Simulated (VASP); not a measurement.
A run of VASP 6.6.1 is set up as follows.

File INCAR:

```
PREC = Accurate
ENCUT = 520
EDIFF = 1E-8
ISMEAR = -1
SIGMA = 0.08
LREAL = False
LASPH = True
NELM = 60
ALGO = Normal
ISIF = 2
LWAVE = False
LCHARG = False
GGA = PS
LEFG = True
NBANDS = 13
```

The input KPOINTS:

```
Automatic mesh
0
Gamma
  13 13 13
```

Contents of POSCAR:

```
Pb
1.0
   -1.9004731840      1.9796595667      1.9796595667
    1.9796595667     -1.9004731840      1.9796595667
    1.9796595667      1.9796595667     -1.9004731840
Pb
1
Direct
    0.0000000000      0.0000000000      0.0000000000
```

Potentials or basis: VASP PAW PBE potentials, release 64 (Pb_d).

Launch:

```sh
$ cat potpaw_PBE.64/Pb_d/POTCAR > POTCAR
$ mpirun -np 1 vasp_std > vasp.out
```

Task: Estimate the band gap on the k mesh.

Result: Zero (band 7 reaches 13.67 eV, above the bottom of band 8 at 4.98 eV).

Task: Estimate the pressure.

Result: -1.5 GPa.

Stress tensor (GPa, compression positive):
```
-1.45 -0.69 -0.69
-0.69 -1.45 -0.69
-0.69 -0.69 -1.45
```

Caveat: the cell differs from its parent crystal (equal xy, yz and zx shear strains of +4 %); without QUAD_EFG the Cq values of the log hold for a quadrupole moment of 1 mb, not for the nuclei; the PAW data sets were made with another functional, which shifts forces and pressure a little; spin-orbit coupling is left out, which moves the levels of the heavy elements.
